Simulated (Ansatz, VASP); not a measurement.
**Two plane-wave programs on Be4C**

File INCAR:

```
SYSTEM = Be4C
PREC     = Accurate       ! precision mode
ENCUT    = 520            ! plane-wave cutoff, eV
EDIFF    = 1E-7           ! SCF threshold, eV
ISMEAR   = 0              ! smearing method
SIGMA    = 0.1            ! smearing width, eV
LREAL    = .False.        ! projectors in reciprocal space
LASPH    = .True.         ! aspherical terms in the spheres
NELM     = 80             ! most SCF steps
ALGO     = Normal         ! electronic algorithm
ISIF     = 2              ! what is computed and relaxed
LWAVE    = .False.        ! write WAVECAR
LCHARG   = .True.         ! write CHGCAR
GGA      = PE             ! functional
LELF     = .True.         ! ELF
LVHAR    = .True.       
NBANDS   = 14             ! bands
```

Contents of KPOINTS:

```
regular mesh
0
Gamma
  6 6 4
  0 0 0
```

File POSCAR:

```
Be4C
1.0
    2.9981754500      0.0000000000      0.0000000000
    0.0000000000      2.9981754500      0.0000000000
    0.0000000000      0.0000000000      4.2400603800
Be C
4 1
Direct
    0.5000000000      0.0000000000      0.2500000000
    0.0000000000      0.5000000000      0.7500000000
    0.5000000000      0.0000000000      0.7500000000
    0.0000000000      0.5000000000      0.2500000000
    0.0000000000      0.0000000000      0.0000000000
```

Input for Ansatz:

```yaml
crystal:
  lattice:
    - [2.99817545, 0.0, 0.0]
    - [0.0, 2.99817545, 0.0]
    - [0.0, 0.0, 4.24006038]
  atoms:
    - { symbol: Be, position: [0.5, 0.0, 0.25] }
    - { symbol: Be, position: [0.0, 0.5, 0.75] }
    - { symbol: Be, position: [0.5, 0.0, 0.75] }
    - { symbol: Be, position: [0.0, 0.5, 0.25] }
    - { symbol: C, position: [0.0, 0.0, 0.0] }
basis:
  ecutwfc: 420
kpoints:
  mp_grid: { grid: [6, 6, 4] }
hamiltonian:
  xc: pbe
scf:
  occupations: { method: gaussian, width: 0.1 }
  lower_state_search: "off"
output:
  forces: true
  stress: true
  eigenvalues: true
```

Change from the starting cell: ordered vacancies on the anion sites of antifluorite (P4/mmm, No. 123).

Alike in both runs: task single point; functional PBE; k mesh 6 × 6 × 4; occupations gaussian, width 0.1 eV; no spin polarisation.

|  | VASP | Ansatz |
| --- | --- | --- |
| version | VASP 6.6.1 | Ansatz 0.2.0 |
| potentials or method | VASP PAW PBE potentials, release 64 (Be, C), cutoff 520 eV | scalar-relativistic, plane waves, PAW |
| valence electrons in the cell | 12 | 12 |

```tsv
	VASP	Ansatz	Ansatz less VASP
gap on the k mesh at the Fermi level (eV)	none	none	-
pressure (GPa)	11.0	10.7	-0.28
traceless stress, the component that is largest in VASP (GPa)	-1.81	-1.81	+0.004
rms of the force components (eV/Å)	0.093	0.085	-0.0083
```

Atom by atom the forces differ by 0.008 eV/Å (rms over components). A gap of «none» marks a metal or a gap that the smearing closes.

The k mesh is coarse, so the values compare programs but aren't converged.
